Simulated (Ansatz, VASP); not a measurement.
# One calculation of Zr4F, two programs

```
CELL_PARAMETERS angstrom
4.19779 0.00000 0.00000
0.00000 4.19779 0.00000
0.00000 0.00000 4.19779
ATOMIC_POSITIONS crystal
Zr 0.50000 0.50000 0.50000
Zr 0.00000 0.50000 0.50000
Zr 0.50000 0.00000 0.50000
Zr 0.50000 0.50000 0.00000
F 0.00000 0.00000 0.00000
```

Change from the starting cell: species swapped into the Mn4N type (Pm-3m, No. 221).

Alike in both runs: task relaxation of cell and atoms; functional PBE; k mesh 4 × 4 × 4; occupations gaussian, width 0.1 eV; no spin polarisation.

|  | VASP | Ansatz |
| --- | --- | --- |
| version | VASP 6.6.1 | Ansatz 0.2.0 |
| potentials or method | VASP PAW PBE potentials, release 64 (Zr_sv, F_h), cutoff 910 eV | scalar-relativistic, plane waves, PAW |
| valence electrons in the cell | 55 | 55 |

|  | VASP | Ansatz | Ansatz less VASP |
| --- | --- | --- | --- |
| gap on the k mesh at the Fermi level, each at its own relaxed structure (eV) | none | none | - |
| relaxed volume (Å³/atom) | 25.56 | 28.18 | +2.615 |
| relaxed cell length with the largest relative difference (Å) | 5.037 | 5.204 | +0.1662 |

A gap of «none» marks a metal or a gap that the smearing closes. One of these differences is far larger than is usual between the two programs; its cause wasn't traced.

The k mesh is coarse, so the values compare programs but aren't converged. Noted on VASP's run: the cutoff is short for stress, so the pressure is rough; the volume moved by over 15 % at a fixed basis, so the end points are rough.
